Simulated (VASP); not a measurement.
Wanted: the native input for a VASP 6.6.1 run.

- Task: single point
- Functional: PBE
- Dispersion: D3(BJ)
- Potentials or basis: VASP PAW PBE potentials, release 64 (Sn_d, O)
- Cutoff: 520 eV
- k mesh: 12 × 12 × 4
- Occupations: gaussian, width 0.05 eV
- Spin: no spin polarisation
- Dipole correction: no
- Further INCAR settings: ALGO = Normal; EDIFF = 1e-07; NBANDS = 35

The structure of SnO2 lies in POSCAR:

```
SnO2
1.0
    3.1309003151      0.0000000000      0.0000000000
   -1.5654501576      2.7114392096      0.0000000000
    0.0000000000      0.0000000000     10.0747363625
Sn O
2 4
Direct
   -0.0779839477      0.0000000000      0.5000000000
    0.0779839477      0.0000000000      0.0000000000
    0.5876925777      0.3333333333      0.4017901351
    0.7456407556      0.3333333333      0.0982098649
    0.2543592444      0.6666666667      0.5982098649
    0.4123074223      0.6666666667      0.9017901351
```

The input as run:

INCAR

```
SYSTEM = SnO2
PREC = Accurate ; ENCUT = 520
EDIFF = 1E-7 ; ISMEAR = 0
SIGMA = 0.05 ; LREAL = .False.
LASPH = .True. ; NELM = 60
ALGO = Normal ; ISIF = 2
LWAVE = .False. ; LCHARG = .True.
GGA = PE ; IVDW = 12
LELF = .True. ; LVHAR = .True.
NBANDS = 35
```

KPOINTS

```
Automatic mesh
0
Gamma
  12 12 4
  0 0 0
```

Potentials or basis: VASP PAW PBE potentials, release 64 (Sn_d, O).

The run is started by

```sh
$ cat potpaw_PBE.64/Sn_d/POTCAR potpaw_PBE.64/O/POTCAR > POTCAR
$ mpirun -np 1 vasp_std > vasp.out
```

Results of the run:

```yaml
Pressure: 13.0 GPa
Largest_force: 1.025 eV/Å
Band_gap_on_the_k_mesh: 2.59 eV, indirect (least direct gap 3.06 eV)
Dispersion_energy_per_atom: -0.179 eV
```

Caveat: spin-orbit coupling is left out, which moves the levels of the heavy elements; forces of over 1 eV/Å act on the atoms, so gaps and moduli don't describe the material at rest.

Wall time 2.3 min on 1 thread of Intel(R) Xeon(R) 6975P-C (Granite Rapids) (shared host), peak memory 0.42 GiB.
